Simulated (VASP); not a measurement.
A run of VASP 6.6.1 is set up as follows.

INCAR

```
PREC = Accurate ; ENCUT = 520
EDIFF = 1E-7 ; ISMEAR = -1
SIGMA = 0.1 ; LREAL = False
LASPH = True ; NELM = 150
ALGO = Normal ; ISIF = 2
LWAVE = False ; LCHARG = True
ISPIN = 2 ; MAGMOM = 1
LORBIT = 11 ; LMAXMIX = 4
GGA = PE ; LELF = True
LVHAR = True ; NBANDS = 15
```

The input KPOINTS:

```
Automatic mesh
0
Gamma
  19 19 19
```

The input POSCAR:

```
Ni
1.0
    0.0000000000      1.7064336896      1.7064336896
    1.7064336896      0.0000000000      1.7064336896
    1.7064336896      1.7064336896      0.0000000000
Ni
1
Direct
    0.0000000000      0.0000000000      0.0000000000
```

Potentials or basis: VASP PAW PBE potentials, release 64 (Ni).

The run is started by

```console
$ cat potpaw_PBE.64/Ni/POTCAR > POTCAR
$ mpirun -np 1 vasp_std > vasp.out
```

Q: Estimate the net moment.

A: 0.57 μB per cell.

Q: What does it give for the site moments?

A: Ni +0.58 μB.

Q: Estimate the pressure.

A: 22.6 GPa.
